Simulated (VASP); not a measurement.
# HfO2 (Fm-3m) in VASP: settings compared

HfO2 is run at these levels: PBE, PBEsol, PBE+D4, PBE+D3(BJ); tasks: relaxation of cell and atoms.

All numbers are computed with VASP 6.6.1; they aren't measurements. Logs are shortened: lines on timing, memory, paths and dates and some standing lists are left out, and cuts for length are marked.

## 1. The cell of the first run

Symmetry: Fm-3m, No. 225, cubic system. The conventional cell has a = 5.115 Å, b = 5.115 Å, c = 5.115 Å, α = 90.00°, β = 90.00°, γ = 90.00°. Hf (site symmetry m-3m) has 8 O at 2.21 Å within 2.9 Å. O (site symmetry -43m) has 4 Hf at 2.21 Å and 6 O at 2.56 Å within 2.9 Å.

## 2. Relaxation of cell and atoms, PBE

Input file INCAR:

```
PREC = Accurate
ENCUT = 600
EDIFF = 1E-6
ISMEAR = 0
SIGMA = 0.01
LREAL = F
LASPH = T
NELM = 80
ALGO = Normal
ISIF = 3
LWAVE = F
LCHARG = F
GGA = PE
IBRION = 2
NSW = 80
EDIFFG = -0.005
```

Input file KPOINTS:

```
regular mesh
0
Gamma
  8 8 8
```

Input file POSCAR:

```
HfO2
1.0
    0.0000000000      2.5575000000      2.5575000000
    2.5575000000      0.0000000000      2.5575000000
    2.5575000000      2.5575000000      0.0000000000
Hf O
1 2
Direct
    0.0000000000      0.0000000000      0.0000000000
    0.2500000000      0.2500000000      0.2500000000
    0.7500000000      0.7500000000      0.7500000000
```

Potentials or basis: VASP PAW PBE potentials, release 64 (Hf_pv, O).

Started as:

```bash
$ cat potpaw_PBE.64/Hf_pv/POTCAR potpaw_PBE.64/O/POTCAR > POTCAR
$ mpirun -np 1 vasp_std > vasp.out
```

OUTCAR:

```text
PREC = Accurate
   ENCUT = 600
   EDIFF = 1E-6
   ISMEAR = 0
   LREAL = F
   LASPH = T
   NELM = 80
   ISIF = 3
   GGA = PE
   IBRION = 2
   NSW = 80
   EDIFFG = -0.005

 ion  position               nearest neighbor table
   1  0.000  0.000  0.000-   3 2.21   3 2.21   3 2.21   2 2.21   3 2.21   2 2.21   2 2.21   2 2.21

   2  0.250  0.250  0.250-   1 2.21   1 2.21   1 2.21   1 2.21
   3  0.750  0.750  0.750-   1 2.21   1 2.21   1 2.21   1 2.21

  LATTYP: Found a face centered cubic cell.
 ALAT       =     5.1150000000

  Lattice vectors:

 A1 = (   0.0000000000,   2.5575000000,   2.5575000000)
 A2 = (   2.5575000000,   0.0000000000,   2.5575000000)
 A3 = (   2.5575000000,   2.5575000000,   0.0000000000)

Analysis of symmetry for initial positions (statically):
=====================================================================
 Subroutine PRICEL returns:
 Original cell was already a primitive cell.

 Routine SETGRP: Setting up the symmetry group for a
 face centered cubic supercell.

 Subroutine GETGRP returns: Found 48 space group operations
 (whereof 48 operations were pure point group operations)
 out of a pool of 48 trial point group operations.

The static configuration has the point symmetry O_h .

Analysis of symmetry for dynamics (positions and initial velocities):
=====================================================================
 Subroutine PRICEL returns:
 Original cell was already a primitive cell.

 Routine SETGRP: Setting up the symmetry group for a
 face centered cubic supercell.

 Subroutine GETGRP returns: Found 48 space group operations
 (whereof 48 operations were pure point group operations)
 out of a pool of 48 trial point group operations.

The dynamic configuration has the point symmetry O_h .

 Subroutine INISYM returns: Found 48 space group operations
 (whereof 48 operations are pure point group operations),
 and found     1 'primitive' translations

----------------------------------------------------------------------------------------

                                     Primitive cell

  volume of cell :      33.4562

  direct lattice vectors                    reciprocal lattice vectors
     0.000000000  2.557500000  2.557500000    -0.195503421  0.195503421  0.195503421
     2.557500000  0.000000000  2.557500000     0.195503421 -0.195503421  0.195503421
     2.557500000  2.557500000  0.000000000     0.195503421  0.195503421 -0.195503421

  length of vectors
     3.616851186  3.616851186  3.616851186     0.338621859  0.338621859  0.338621859
[... 106 lines left out ...]
  Thomas-Fermi vector in A             =   2.544186
   LORBIT       =      0    0 simple, 1 ext, 2 COOP (PROOUT), +10 PAW based schemes
   GGA     = PE    functional components
   LHFCALC =     F    Hartree Fock is set to
   AEXX    =    0.0000 exact exchange contribution
   IVDW    =     0    specifies the selected vdW correction
   LEPSILON=     F    determine dielectric tensor
   LRPA    =     F    only Hartree local field effects (RPA)
 conjugate gradient relaxation of ions
 non-spin polarized calculation
 Gauss-broadening in eV      SIGMA  =   0.01
  energy-cutoff  :      600.00
  volume of cell :       33.46
 maximum number of plane-waves:      1139
 NGX is ok and might be reduce to    30
   NGX = 15   NGY = 15   NGZ = 15

--------------------------------------- Ionic step        1  -------------------------------------------

 number of electron      21.9999993 magnetization

 Free energy of the ion-electron system (eV)
  ---------------------------------------------------
  ext. energy  EPLUGINS =         0.00000000
  ---------------------------------------------------
  free energy    TOTEN  =       -30.23879915 eV

  energy without entropy =      -30.23879915  energy(sigma->0) =      -30.23879915

------------------------ aborting loop because EDIFF is reached ----------------------------------------

  FORCE on cell =-STRESS in cart. coord.  units (eV):
  Direction    XX          YY          ZZ          XY          YZ          ZX
  --------------------------------------------------------------------------------------
  -------------------------------------------------------------------------------------
  Total       -1.3012379     -1.3012379     -1.3012379      0.0000000      0.0000000     -0.0000000
  in kB      -62.3146785    -62.3146785    -62.3146785      0.0000000      0.0000000     -0.0000000
  external PRESSURE =     -62.3146785 kB  Pullay stress =       0.0000000 kB
[... 61 lines left out ...]
--------------------------------------- Ionic step        3  -------------------------------------------

 number of electron      21.9999997 magnetization

 Free energy of the ion-electron system (eV)
  ---------------------------------------------------
  ext. energy  EPLUGINS =         0.00000000
  ---------------------------------------------------
  free energy    TOTEN  =       -30.25604136 eV

  energy without entropy =      -30.25604136  energy(sigma->0) =      -30.25604136

 E-fermi :   4.4092     XC(G=0): -11.8353

 val. band max:        4.2721075436   @ k =   0.5000   0.5000   0.0000
 cond. band min:       8.0739617301   @ k =   0.5000   0.5000   0.0000
 fundamental gap:      3.8018541865
 Fermi energy:         4.4092034335

 k-point     1 :       0.0000    0.0000    0.0000
  band No.  band energies     occupation
      1     -25.4161      2.00000
      2     -25.4161      2.00000
      3     -25.4161      2.00000
      4     -14.4555      2.00000
      5     -11.4263      2.00000
      6      -1.0664      2.00000
      7      -1.0664      2.00000
      8      -1.0664      2.00000
      9       3.6651      2.00000
     10       3.6651      2.00000
     11       3.6651      2.00000
     12       8.1536      0.00000
     13       8.1536      0.00000
     14      10.1064      0.00000
[... 401 lines left out ...]
      2     -25.5893      2.00000
      3     -25.4932      2.00000
      4     -12.8664      2.00000
      5     -12.3162      2.00000
      6      -0.5511      2.00000
      7      -0.2025      2.00000
      8       0.7591      2.00000
      9       2.0534      2.00000
     10       2.9205      2.00000
     11       3.0233      2.00000
     12       8.8758      0.00000
     13       9.2780      0.00000
     14      11.2670      0.00000
     15      12.3609      0.00000

 [... further k-points ...]

------------------------ aborting loop because EDIFF is reached ----------------------------------------

  FORCE on cell =-STRESS in cart. coord.  units (eV):
  Direction    XX          YY          ZZ          XY          YZ          ZX
  --------------------------------------------------------------------------------------
  -------------------------------------------------------------------------------------
  Total       -0.0098281     -0.0098281     -0.0098281     -0.0000000      0.0000000     -0.0000000
  in kB       -0.4830369     -0.4830369     -0.4830369     -0.0000000      0.0000000     -0.0000000
  external PRESSURE =      -0.4830369 kB  Pullay stress =       0.0000000 kB
[... 18 lines left out ...]
  FREE ENERGIE OF THE ION-ELECTRON SYSTEM (eV)
  ---------------------------------------------------
  free  energy   TOTEN  =       -30.2560413611 eV

  energy  without entropy=      -30.2560413611  energy(sigma->0) =      -30.25604136

 reached required accuracy - stopping structural energy minimisation
```

CONTCAR:

```text
HfO2
   1.00000000000000
     0.0000000000000000    2.5354561906551263    2.5354561906551263
     2.5354561906551263    0.0000000000000000    2.5354561906551263
     2.5354561906551263    2.5354561906551263    0.0000000000000000
  Hf              O
     1     2
Direct
     0.0000000000000000    0.0000000000000000    0.0000000000000000
     0.2500000000000000    0.2500000000000000    0.2500000000000000
     0.7500000000000000    0.7500000000000000    0.7500000000000000

  0.00000000E+00  0.00000000E+00  0.00000000E+00
  0.00000000E+00  0.00000000E+00  0.00000000E+00
  0.00000000E+00  0.00000000E+00  0.00000000E+00
```

Wall time 42 s (1 thread of Intel Xeon Platinum 8488C (Sapphire Rapids), shared host); peak memory 0.18 GiB.

Results:

```yaml
Free_energy: -30.2560 eV
Relaxed_volume: 10.87 Å³/atom
Relaxed_cell: a = 3.586 Å, b = 3.586 Å, c = 3.586 Å, α = 60.00°, β = 60.00°, γ = 60.00°
Space_group_after_relaxing_to_0.05_Å: Fm-3m (No. 225)
Energy_gained_by_relaxing: 5.7 meV/atom
Ionic_steps: 3
Pressure_after_relaxing: 0.0 GPa
Band_gap_on_the_k_mesh: 3.80 eV, direct
```

Step by step:
```tsv
step	energy change (eV)	largest force (eV/Å)	pressure (GPa)	volume (Å³)
1	0.0000	0.0000	-6.23	33.46
2	0.0193	0.0000	10.18	31.40
3	-0.0172	0.0000	-0.05	32.60
```

Final structure:
```
Hf O
1.0
     0.00000    2.53546    2.53546
     2.53546    0.00000    2.53546
     2.53546    2.53546    0.00000
Hf O
1 2
Cartesian
  0.0000 0.0000 0.0000
  1.2677 1.2677 1.2677
  3.8032 3.8032 3.8032
```

Levels at points of the mesh, in eV from the valence-band top:
```tsv
k point	band 7	band 8	band 9	band 10	band 11	band 12	band 13	band 14	band 15
(0.00, 0.00, 0.00)	-5.34	-5.34	-0.61	-0.61	-0.61	3.88	3.88	5.83	10.42
(0.50, 0.00, 0.00)	-4.30	-3.04	-2.73	-1.83	-1.83	4.61	4.61	6.98	9.07
(0.50, 0.50, 0.00)	-3.46	-3.46	-1.53	-1.53	0.00	3.80	5.50	6.63	8.16
```

Caveat: spin-orbit coupling is left out, which moves the levels of the heavy elements.

(Part 1 of 2 ends here.)
